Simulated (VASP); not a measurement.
Wanted: the native input for a VASP 6.6.1 run.

| Property | Result |
| --- | --- |
| Task | relaxation of cell and atoms |
| Functional | PBE |
| Potentials or basis | VASP PAW PBE potentials, release 64 (Ba_sv) |
| Cutoff | 600 eV |
| k mesh | 3 × 3 × 2 |
| Occupations | gaussian, width 0.1 eV |
| Spin | no spin polarisation |
| Dipole correction | no |
| Further INCAR settings | ALGO = Fast; EDIFF = 1e-07; IBRION = 2; EDIFFG = -0.04; NSW = 90; ISIF = 3 |

The structure of Ba lies in POSCAR:

```
Ba
1.0
    5.8273489389      0.0000000000      0.0000000000
   -2.9136744694      5.0466322178      0.0000000000
    0.0000000000      0.0000000000      7.6596079500
Ba
3
Direct
    0.0000000000      0.5000000000      0.8333333333
    0.5000000000      0.0000000000      0.5000000000
    0.5000000000      0.5000000000      0.1666666667
```

The cell was built from a structure type or drawn by symmetry, and may not be a known phase.

These files were run (other wordings do the same):

INCAR

```
PREC = Accurate ; ENCUT = 600
EDIFF = 1E-7 ; ISMEAR = 0
SIGMA = 0.1 ; LREAL = F
LASPH = T ; NELM = 100
ALGO = Fast ; ISIF = 3
LWAVE = F ; LCHARG = F
GGA = PE ; IBRION = 2
NSW = 90 ; EDIFFG = -0.04
```

KPOINTS

```
Automatic mesh
0
Gamma
  3 3 2
```

Potentials or basis: VASP PAW PBE potentials, release 64 (Ba_sv).

Launch:

```console
$ cat potpaw_PBE.64/Ba_sv/POTCAR > POTCAR
$ mpirun -np 1 vasp_std > vasp.out
```

It gave:

```
Relaxed volume                        : 59.48 Å³/atom
Relaxed cell                          : a = 4.271 Å, b = 4.271 Å, c = 11.297 Å, α = 90.00°, β = 90.00°, γ = 120.00°
Space group after relaxing (to 0.1 Å) : P6_422 (No. 181)
Energy gained by relaxing             : 493.5 meV/atom
Ionic steps                           : 20
Pressure after relaxing               : 0.0 GPa
Band gap on the k mesh                : zero (bands 15 and 16 overlap by 0.33 eV)
```

Caveat: the k points lie up to 0.57 Å⁻¹ apart in the final cell; the volume moved by over 15 % at a fixed basis, so the end points are rough; spin-orbit coupling is left out, which moves the levels of the heavy elements.

It took 15 min on 1 thread of AMD EPYC 9R45 96-Core Processor (Zen 5) (shared host), peak memory 0.38 GiB.
